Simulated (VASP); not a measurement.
# NiO (Fm-3m) in VASP: notebook

NiO is run at these levels: LDA+U; tasks: single point.

Program: VASP 6.6.1. These are calculated values, not measurements. Logs are shortened: lines on timing, memory, paths and dates and some standing lists are left out, and cuts for length are marked.

## 1. The cell of the first run

Symmetry: Fm-3m, No. 225, cubic system. Conventional cell: a = 4.183 Å, b = 4.183 Å, c = 4.183 Å, α = 90.00°, β = 90.00°, γ = 90.00°. Within 2.8 Å of Ni (site symmetry m-3m) lie 6 O at 2.09 Å. Within 2.8 Å of O (site symmetry m-3m) lie 6 Ni at 2.09 Å.

## 2. Single point, LDA+U, collinear spin, ferromagnetic start

INCAR reads:

```
PREC = Accurate ; ENCUT = 700
EDIFF = 1E-6 ; ISMEAR = 0
SIGMA = 0.05 ; LREAL = F
LASPH = T ; NELM = 200
ALGO = Normal ; ISIF = 2
LWAVE = F ; LCHARG = T
ISPIN = 2 ; MAGMOM = 2 0
LORBIT = 11 ; LMAXMIX = 4
LDAU = T ; LDAUTYPE = 2
LDAUL = 2 -1 ; LDAUU = 4.2 0
LDAUJ = 0 0 ; LDAUPRINT = 1
GGA = CA ; LELF = T
LVHAR = T ; NBANDS = 23
GGA_COMPAT = F
```

KPOINTS reads:

```
regular mesh
0
Gamma
  12 12 12
```

POSCAR reads:

```
NiO
1.0
    0.0000000000      2.0913095126      2.0913095126
    2.0913095126      0.0000000000      2.0913095126
    2.0913095126      2.0913095126      0.0000000000
Ni O
1 1
Direct
    0.0000000000      0.0000000000      0.0000000000
    0.5000000000      0.5000000000      0.5000000000
```

Potentials or basis: VASP PAW LDA potentials, release 64 (Ni_sv_GW, O).

Started as:

```console
$ cat potpaw_LDA.64/Ni_sv_GW/POTCAR potpaw_LDA.64/O/POTCAR > POTCAR
$ mpirun -np 1 vasp_std > vasp.out
```

OUTCAR:

```text
PREC = Accurate
   ENCUT = 700
   EDIFF = 1E-6
   ISMEAR = 0
   LREAL = F
   LASPH = T
   NELM = 200
   ISIF = 2
   ISPIN = 2
   LORBIT = 11
   GGA = CA

 ion  position               nearest neighbor table
   1  0.000  0.000  0.000-   2 2.09   2 2.09   2 2.09   2 2.09   2 2.09   2 2.09
   2  0.500  0.500  0.500-   1 2.09   1 2.09   1 2.09   1 2.09   1 2.09   1 2.09

  LATTYP: Found a face centered cubic cell.
 ALAT       =     4.1826190252

  Lattice vectors:

 A1 = (   0.0000000000,   2.0913095126,   2.0913095126)
 A2 = (   2.0913095126,   0.0000000000,   2.0913095126)
 A3 = (   2.0913095126,   2.0913095126,   0.0000000000)

Analysis of symmetry for initial positions (statically):
=====================================================================
 Subroutine PRICEL returns:
 Original cell was already a primitive cell.

 Routine SETGRP: Setting up the symmetry group for a
 face centered cubic supercell.

 Subroutine GETGRP returns: Found 48 space group operations
 (whereof 48 operations were pure point group operations)
 out of a pool of 48 trial point group operations.

The static configuration has the point symmetry O_h .

Analysis of symmetry for dynamics (positions and initial velocities):
=====================================================================
 Subroutine PRICEL returns:
 Original cell was already a primitive cell.

 Routine SETGRP: Setting up the symmetry group for a
 face centered cubic supercell.

 Subroutine GETGRP returns: Found 48 space group operations
 (whereof 48 operations were pure point group operations)
 out of a pool of 48 trial point group operations.

The dynamic configuration has the point symmetry O_h .

Analysis of structural, dynamic, and magnetic symmetry:
=====================================================================
 Subroutine PRICEL returns:
 Original cell was already a primitive cell.

 Routine SETGRP: Setting up the symmetry group for a
 face centered cubic supercell.

 Subroutine GETGRP returns: Found 48 space group operations
 (whereof 48 operations were pure point group operations)
 out of a pool of 48 trial point group operations.

The overall configuration has the point symmetry O_h .

 Subroutine INISYM returns: Found 48 space group operations
 (whereof 48 operations are pure point group operations),
 and found     1 'primitive' translations

----------------------------------------------------------------------------------------

                                     Primitive cell

  volume of cell :      18.2930

  direct lattice vectors                    reciprocal lattice vectors
     0.000000000  2.091309513  2.091309513    -0.239084649  0.239084649  0.239084649
     2.091309513  0.000000000  2.091309513     0.239084649 -0.239084649  0.239084649
     2.091309513  2.091309513  0.000000000     0.239084649  0.239084649 -0.239084649

  length of vectors
     2.957558276  2.957558276  2.957558276     0.414106759  0.414106759  0.414106759

  position of ions in fractional coordinates (direct lattice)
     0.000000000  0.000000000  0.000000000
     0.500000000  0.500000000  0.500000000

  ion indices of the primitive-cell ions
   primitive index   ion index
                 1           1
                 2           2

----------------------------------------------------------------------------------------

 KPOINTS: regular mesh

Automatic generation of k-mesh.
 Grid dimensions read from file:
 generate k-points for:   12   12   12

 Generating k-lattice:

  Cartesian coordinates                     Fractional coordinates (reciprocal lattice)
    -0.019923721  0.019923721  0.019923721     0.083333333  0.000000000  0.000000000
[... 65 lines left out ...]
   ISIF   =      2    stress and relaxation
   ISYM   =      2    0-nonsym 1-usesym 2-fastsym
   POTIM  = 0.5000    time-step for ionic-motion
   TEBEG  =    0.0;   TEEND  =   0.0 temperature during run
   PSTRESS=    0.0 pullay stress
   NELECT =      24.0000    total number of electrons
   NUPDOWN=      -1.0000    fix difference up-down
   EMIN   =  10.00;   EMAX   =-10.00  energy-range for DOS
   EFERMI =   0.00;   METHOD = LEGACY
   ISMEAR =     0;   SIGMA  =   0.05  broadening in eV -4-tet -1-fermi 0-gaus
   EFERMI_NEDOS =   21; number of points for ismear=-14 and -15
   IALGO  =     38    algorithm
   IMIX   =      4    mixing-type and parameters
     AMIX     =   0.40;   BMIX     =  1.00
     AMIX_MAG =   1.60;   BMIX_MAG =  1.00
  volume/ion in A,a.u.               =       9.15        61.72
  Fermi-wavevector in a.u.,A,eV,Ry     =   1.792188  3.386745 43.701074  3.211938
  Thomas-Fermi vector in A             =   2.854603
   LORBIT       =     11    0 simple, 1 ext, 2 COOP (PROOUT), +10 PAW based schemes
 LDA+U is selected, type is set to LDAUTYPE =  2
   angular momentum for each species LDAUL =     2   -1
   U (eV)           for each species LDAUU =   4.2  0.0
   J (eV)           for each species LDAUJ =   0.0  0.0
[... 13 lines left out ...]

atom =   1  type =  1  l = 2

 onsite density matrix

spin component  1

  0.9324 -0.0000  0.0000  0.0000  0.0000
 -0.0000  0.9324  0.0000  0.0000  0.0000
  0.0000  0.0000  0.9652  0.0000 -0.0000
  0.0000  0.0000  0.0000  0.9324  0.0000
  0.0000  0.0000 -0.0000  0.0000  0.9652

spin component  2

  0.9225 -0.0000 -0.0000 -0.0000 -0.0000
 -0.0000  0.9225  0.0000  0.0000  0.0000
 -0.0000  0.0000  0.1383 -0.0000 -0.0000
 -0.0000  0.0000 -0.0000  0.9225 -0.0000
 -0.0000  0.0000 -0.0000 -0.0000  0.1383

 occupancies and eigenvectors

  o =  0.1383  v =  0.0000  0.0000  0.0000  0.0000  0.0000  0.0000 -0.0000  0.0623  0.0000  0.9981      0.0000  0.0000  0.0000  0.0000  0.0000  0.0000  0.0000  0.0000  0.0000  0.0000
  o =  0.1383  v =  0.0000  0.0000  0.0000  0.0000  0.0000  0.0000  0.0000  0.9981 -0.0000 -0.0623      0.0000  0.0000  0.0000  0.0000  0.0000  0.0000  0.0000  0.0000  0.0000  0.0000
  o =  0.9225  v =  0.0000  0.0000  0.0000  0.0000  0.0000  0.0000 -0.8613  0.0000 -0.5082 -0.0000      0.0000  0.0000  0.0000  0.0000  0.0000  0.0000  0.0000  0.0000  0.0000  0.0000
  o =  0.9225  v =  0.0000  0.0000  0.0000  0.0000  0.0000  0.0000 -0.5082  0.0000  0.8613 -0.0000      0.0000  0.0000  0.0000  0.0000  0.0000  0.0000  0.0000  0.0000  0.0000  0.0000
  o =  0.9225  v =  0.0000  0.0000  0.0000  0.0000  0.0000  1.0000  0.0000  0.0000  0.0000  0.0000      0.0000  0.0000  0.0000  0.0000  0.0000  0.0000  0.0000  0.0000  0.0000  0.0000
  o =  0.9324  v =  1.0000  0.0000  0.0000  0.0000  0.0000  0.0000  0.0000  0.0000  0.0000  0.0000      0.0000  0.0000  0.0000  0.0000  0.0000  0.0000  0.0000  0.0000  0.0000  0.0000
  o =  0.9324  v =  0.0000  0.9973 -0.0000 -0.0735 -0.0000  0.0000  0.0000  0.0000  0.0000  0.0000      0.0000  0.0000  0.0000  0.0000  0.0000  0.0000  0.0000  0.0000  0.0000  0.0000
  o =  0.9324  v =  0.0000  0.0735 -0.0000  0.9973  0.0000  0.0000  0.0000  0.0000  0.0000  0.0000      0.0000  0.0000  0.0000  0.0000  0.0000  0.0000  0.0000  0.0000  0.0000  0.0000
  o =  0.9652  v =  0.0000 -0.0000 -0.7883  0.0000 -0.6153  0.0000  0.0000  0.0000  0.0000  0.0000      0.0000  0.0000  0.0000  0.0000  0.0000  0.0000  0.0000  0.0000  0.0000  0.0000
  o =  0.9652  v =  0.0000 -0.0000 -0.6153 -0.0000  0.7883  0.0000  0.0000  0.0000  0.0000  0.0000      0.0000  0.0000  0.0000  0.0000  0.0000  0.0000  0.0000  0.0000  0.0000  0.0000

 number of electron      24.0000000 magnetization       1.9994631

 Free energy of the ion-electron system (eV)
  ---------------------------------------------------
  ext. energy  EPLUGINS =         0.00000000
  ---------------------------------------------------
  free energy    TOTEN  =       -12.21980826 eV

  energy without entropy =      -12.21980826  energy(sigma->0) =      -12.21980826

 E-fermi :   6.7168     XC(G=0): -13.5465

 val. band max:        6.1326619336   @ k =   0.5000   0.0000   0.0000
 cond. band min:       7.0262849382   @ k =   0.0000   0.0000   0.0000
 fundamental gap:      0.8936230046
 Fermi energy:         6.7167549660

 spin component 1

 k-point     1 :       0.0000    0.0000    0.0000
  band No.  band energies     occupation
      1     -96.9038      1.00000
      2     -57.8768      1.00000
      3     -57.8768      1.00000
      4     -57.8768      1.00000
      5     -13.2631      1.00000
      6       1.4500      1.00000
[... 1241 lines left out ...]
     22      36.9969      0.00000
     23      37.3167      0.00000

 [... further k-points ...]

------------------------ aborting loop because EDIFF is reached ----------------------------------------

  FORCE on cell =-STRESS in cart. coord.  units (eV):
  Direction    XX          YY          ZZ          XY          YZ          ZX
  --------------------------------------------------------------------------------------
  -------------------------------------------------------------------------------------
  Total       -1.1740418     -1.1740418     -1.1740418     -0.0000000      0.0000000      0.0000000
  in kB     -102.8274862   -102.8274862   -102.8274862     -0.0000000      0.0000000      0.0000000
  external PRESSURE =    -102.8274862 kB  Pullay stress =       0.0000000 kB

 VOLUME and BASIS-vectors are now :
 -----------------------------------------------------------------------------
  energy-cutoff  :      700.00
  volume of cell :       18.29
      direct lattice vectors                 reciprocal lattice vectors
     0.000000000  2.091309513  2.091309513    -0.239084649  0.239084649  0.239084649
     2.091309513  0.000000000  2.091309513     0.239084649 -0.239084649  0.239084649
     2.091309513  2.091309513  0.000000000     0.239084649  0.239084649 -0.239084649

 POSITION                                       TOTAL-FORCE (eV/Angst)
 -----------------------------------------------------------------------------------
      0.00000      0.00000      0.00000         0.000000      0.000000     -0.000000
      2.09131      2.09131      2.09131        -0.000000     -0.000000      0.000000
 -----------------------------------------------------------------------------------
    total drift:                                0.000000      0.000000      0.000000

  FREE ENERGIE OF THE ION-ELECTRON SYSTEM (eV)
  ---------------------------------------------------
  free  energy   TOTEN  =       -12.2198082608 eV

  energy  without entropy=      -12.2198082608  energy(sigma->0) =      -12.21980826

 total charge

# of ion       s       p       d       f       tot
--------------------------------------------------
    1        2.160   6.227   7.744   0.010  16.141
    2        1.532   3.451   0.000   0.000   4.983
--------------------------------------------------
tot          3.692   9.677   7.744   0.010  21.124

 magnetization (x)

# of ion       s       p       d       f       tot
--------------------------------------------------
    1        0.008   0.012   1.682   0.001   1.704
    2        0.027   0.223   0.000   0.000   0.250
--------------------------------------------------
tot          0.035   0.235   1.682   0.001   1.953
```

Wall time 83 s (1 thread of AMD EPYC 9R45 (Zen 5), shared host); peak memory 0.19 GiB.

Results:

```
Free energy                                           : -12.2198 eV
Pressure                                              : -10.3 GPa
Band gap on the k mesh                                : 0.89 eV (least direct gap 1.84 eV)
Net moment                                            : 2.00 μB per cell
Site moments                                          : Ni +1.70; O +0.25 μB
Valence electrons inside the program's atomic spheres : Ni 16.14; O 4.98
```

Levels at points of the mesh, in eV from the valence-band top:
Spin up:
```
           k point  band 10  band 11  band 12  band 13  band 14  band 15  band 16  band 17
(0.00, 0.00, 0.00)    -4.03    -2.25    -2.25    -2.25     1.99    17.99    18.63    18.63
(0.50, 0.00, 0.00)    -3.43    -2.54     0.00     0.00     5.89    10.31    14.11    14.11
(0.50, 0.50, 0.00)    -3.62    -3.62    -3.12    -3.12     6.26    10.96    11.95    16.78
```
Spin down:
```
           k point  band 8  band 9  band 10  band 11  band 12  band 13  band 14  band 15
(0.00, 0.00, 0.00)   -2.87   -1.79    -1.79    -1.79     0.89     0.89     2.35    18.01
(0.50, 0.00, 0.00)   -4.12   -1.77    -1.77    -1.41     3.57     3.57     6.11    10.83
(0.50, 0.50, 0.00)   -3.19   -3.19    -1.85    -1.85     1.36     1.91     6.75    11.34
```

Eigenvalues of the final occupation matrices:
| site | spin | trace | eigenvalues |
| --- | --- | --- | --- |
| site 1 d | 1 | 4.73 | 0.93 0.93 0.93 0.97 0.97 |
| site 1 d | 2 | 3.04 | 0.14 0.14 0.92 0.92 0.92 |

Caveat: the cell stands under tension; a cell with one magnetic atom can't hold antiferromagnetic order, which such compounds often take.

## 3. Single point, LDA+U, collinear spin, antiferromagnetic start

This run uses another cell than the first one: it holds 4 atoms, not 2.

INCAR reads:

```
ALGO = Normal ; EDIFF = 1E-6
ENCUT = 700 ; GGA = CA
GGA_COMPAT = F ; ISIF = 2
ISMEAR = 0 ; ISPIN = 2
LASPH = T ; LCHARG = T
LDAU = T ; LDAUJ = 0 0
LDAUL = 2 -1 ; LDAUPRINT = 1
LDAUTYPE = 2 ; LDAUU = 4.2 0
LELF = T ; LMAXMIX = 4
LORBIT = 11 ; LREAL = F
LVHAR = T ; LWAVE = F
MAGMOM = 2 -2 0 0 ; NBANDS = 36
NELM = 200 ; PREC = Accurate
SIGMA = 0.05
```

KPOINTS reads:

```
k-points
0
Gamma
  12 12 6
```

POSCAR reads:

```
NiO
1.0
    0.0000000000      2.0913095126      2.0913095126
    2.0913095126      0.0000000000      2.0913095126
    4.1826190252      4.1826190252      0.0000000000
Ni O
2 2
Direct
    0.0000000000      0.0000000000      0.0000000000
    0.0000000000      0.0000000000      0.5000000000
    0.5000000000      0.5000000000      0.2500000000
    0.5000000000      0.5000000000      0.7500000000
```

Potentials or basis: VASP PAW LDA potentials, release 64 (Ni_sv_GW, O).

Started as:

```console
$ cat potpaw_LDA.64/Ni_sv_GW/POTCAR potpaw_LDA.64/O/POTCAR > POTCAR
$ mpirun -np 1 vasp_std > vasp.out
```

Run time: 14 min. Hardware: 1 thread of Intel Xeon Platinum 8259CL at 2.50GHz (Skylake/Cascade Lake), shared host; peak memory 0.4 GiB.

The run converged. Its results:

```
Free energy                                           : -24.7594 eV
Pressure                                              : -13.6 GPa
Band gap on the k mesh                                : 2.47 eV
Net moment                                            : 0.00 μB per cell
Site moments                                          : Ni +1.60, -1.60; O +0.00 μB
Valence electrons inside the program's atomic spheres : Ni 16.16; O 4.97
```

Stress tensor (GPa, compression positive):
```
-13.63  -0.19   0.19
 -0.19 -13.63   0.19
  0.19   0.19 -13.63
```

Levels at points of the mesh, in eV from the valence-band top:
Spin up:
```tsv
k point	band 21	band 22	band 23	band 24	band 25	band 26	band 27	band 28
(0.00, 0.00, 0.00)	-1.37	-0.95	-0.80	-0.80	2.91	3.35	3.35	6.76
(0.50, 0.00, 0.00)	-1.38	-0.82	-0.61	-0.43	3.48	3.62	6.76	7.29
(0.00, 0.00, 0.50)	-1.29	-1.12	0.00	0.00	3.05	3.05	5.57	5.68
(0.50, 0.00, 0.50)	-0.94	-0.86	-0.76	-0.46	3.09	3.13	8.63	8.81
```
Spin down:
| k point | band 20 | band 21 | band 22 | band 23 | band 24 | band 25 | band 26 | band 27 | band 28 | band 29 |
| --- | --- | --- | --- | --- | --- | --- | --- | --- | --- | --- |
| (0.00, 0.00, 0.00) | -1.38 | -1.37 | -0.95 | -0.80 | -0.80 | 2.91 | 3.35 | 3.35 | 6.76 | 11.28 |
| (0.50, 0.00, 0.00) | -1.62 | -1.38 | -0.82 | -0.61 | -0.43 | 3.48 | 3.62 | 6.76 | 7.29 | 11.28 |
| (0.00, 0.00, 0.50) | -1.29 | -1.29 | -1.12 | 0.00 | 0.00 | 3.05 | 3.05 | 5.57 | 5.68 | 13.13 |
| (0.50, 0.00, 0.50) | -1.53 | -0.94 | -0.86 | -0.76 | -0.46 | 3.09 | 3.13 | 8.63 | 8.81 | 10.86 |

Eigenvalues of the final occupation matrices:
| site | spin | trace | eigenvalues |
| --- | --- | --- | --- |
| site 1 d | 1 | 4.70 | 0.93 0.93 0.93 0.95 0.95 |
| site 1 d | 2 | 3.09 | 0.16 0.16 0.92 0.92 0.92 |
| site 2 d | 1 | 3.09 | 0.16 0.16 0.92 0.92 0.92 |
| site 2 d | 2 | 4.70 | 0.93 0.93 0.93 0.95 0.95 |

Caveat: the cell stands under tension. The state reached can hang on the start; a lower one may exist.

## 4. Single point, LDA+U, collinear spin, antiferromagnetic start

This run uses another cell than the first one: it holds 4 atoms, not 2.

INCAR reads:

```
  PREC = Accurate
  ENCUT = 700
  EDIFF = 1E-6
  ISMEAR = 0
  SIGMA = 0.05
  LREAL = False
  LASPH = True
  NELM = 200
  ALGO = Normal
  ISIF = 2
  LWAVE = False
  LCHARG = False
  ISPIN = 2
  MAGMOM = 2 -2 0 0
  LORBIT = 11
  LMAXMIX = 4
  LDAU = True
  LDAUTYPE = 2
  LDAUL = 2 -1
  LDAUU = 4.2 0
  LDAUJ = 0 0
  LDAUPRINT = 1
  NBANDS = 36
  GGA_COMPAT = False
```

KPOINTS reads:

```
regular mesh
0
Gamma
  6 6 6
```

POSCAR reads:

```
NiO
1.0
    0.0000000000      2.0913095126      2.0913095126
    4.1826190252      2.0913095126      2.0913095126
    4.1826190252      4.1826190252      0.0000000000
Ni O
2 2
Direct
    0.0000000000      0.0000000000      0.0000000000
    0.0000000000      0.0000000000      0.5000000000
    0.5000000000      0.5000000000      0.0000000000
    0.5000000000      0.5000000000      0.5000000000
```

Started as:

```console
$ cat potpaw_LDA.64/Ni_sv_GW/POTCAR potpaw_LDA.64/O/POTCAR > POTCAR
$ mpirun -np 1 vasp_std > vasp.out
```

It took 4.9 min on 1 thread of Intel Xeon Platinum 8488C (Sapphire Rapids), shared host; peak memory 0.31 GiB.

It converged, with:

| Property | Result |
| --- | --- |
| Free energy | -24.3967 eV |
| Pressure | -9.9 GPa |
| Band gap on the k mesh | 0.96 eV |
| Net moment | 0.00 μB per cell |
| Site moments | Ni +1.72, -1.72; O -0.09, +0.09 μB |
| Valence electrons inside the program's atomic spheres | Ni 16.14; O 4.99 |

Stress tensor (GPa, compression positive):
```
-9.96  0.00  0.00
 0.00 -9.80  0.00
 0.00  0.00 -9.80
```

Levels at points of the mesh, in eV from the valence-band top:
Spin up:
```
           k point  band 20  band 21  band 22  band 23  band 24  band 25  band 26  band 27  band 28  band 29
(0.00, 0.00, 0.00)    -2.39    -2.39    -2.15    -2.14    -2.14     0.97     1.28     2.02     6.35    11.01
(0.50, 0.00, 0.00)    -2.50    -1.83    -1.81     0.00     0.00     3.36     3.37     5.81     5.89    10.28
(0.50, 0.50, 0.00)    -3.50    -3.32    -2.52    -2.52    -2.04     1.35     1.61     6.14     6.54    11.01
(0.00, 0.00, 0.50)    -2.51    -2.20    -1.88    -1.48    -0.25     1.52     3.35     7.41     7.55    11.05
(0.50, 0.00, 0.50)    -2.98    -2.12    -2.12    -2.04    -2.02     1.61     2.20     8.58     9.05    10.87
(0.00, 0.50, 0.50)    -2.45    -2.04    -2.04    -1.61    -1.61     0.96     1.69     5.74     6.28    13.20
```
Spin down:
```
           k point  band 20  band 21  band 22  band 23  band 24  band 25  band 26  band 27  band 28  band 29
(0.00, 0.00, 0.00)    -2.39    -2.39    -2.15    -2.14    -2.14     0.97     1.28     2.02     6.35    11.01
(0.50, 0.00, 0.00)    -2.50    -1.83    -1.81     0.00     0.00     3.36     3.37     5.81     5.89    10.28
(0.50, 0.50, 0.00)    -3.50    -3.32    -2.52    -2.52    -2.04     1.35     1.61     6.14     6.54    11.01
(0.00, 0.00, 0.50)    -2.51    -2.20    -1.88    -1.48    -0.25     1.52     3.35     7.41     7.55    11.05
(0.50, 0.00, 0.50)    -2.98    -2.12    -2.12    -2.04    -2.02     1.61     2.20     8.58     9.05    10.87
(0.00, 0.50, 0.50)    -2.45    -2.04    -2.04    -1.61    -1.61     0.96     1.69     5.74     6.28    13.20
```

Eigenvalues of the final occupation matrices:
```
    site  spin  trace               eigenvalues
site 1 d     1   4.73  0.93 0.93 0.93 0.97 0.97
site 1 d     2   3.04  0.13 0.13 0.92 0.92 0.92
site 2 d     1   3.04  0.13 0.13 0.92 0.92 0.92
site 2 d     2   4.73  0.93 0.93 0.93 0.97 0.97
```

Caveat: the cell stands under tension. A k mesh can miss the band edges.

## 5. The runs side by side

```tsv
spin	cell	k mesh	gap on the mesh (eV)	pressure (GPa)	moment (μB)
collinear, ferromagnetic start	a = 2.958 Å, angles 60.0°, 2 atoms, atomic positions A	12 × 12 × 12	0.89	-10.3	2.00
collinear, antiferromagnetic start	a = 2.958, b = 2.958, c = 5.915 Å, angles 60.0°, 4 atoms, atomic positions B	12 × 12 × 6	2.47	-13.6	0.00
collinear, antiferromagnetic start	a = 2.958, b = 5.123, c = 5.915 Å, angles 30.0, 60.0, 54.7°, 4 atoms, atomic positions B	6 × 6 × 6	0.96	-9.9	0.00
```

Alike in all rows: task single point; level LDA+U; potentials or basis VASP PAW LDA potentials, release 64 (Ni_sv_GW, O); Ni d U = 4.2 eV; cutoff (eV) 700; smearing gaussian 0.05 eV.

Caveats: the cell stands under tension; a cell with one magnetic atom can't hold antiferromagnetic order, which such compounds often take (at least some runs).

Total energies depend on the potentials used, so only differences within one code and one set of settings carry meaning.
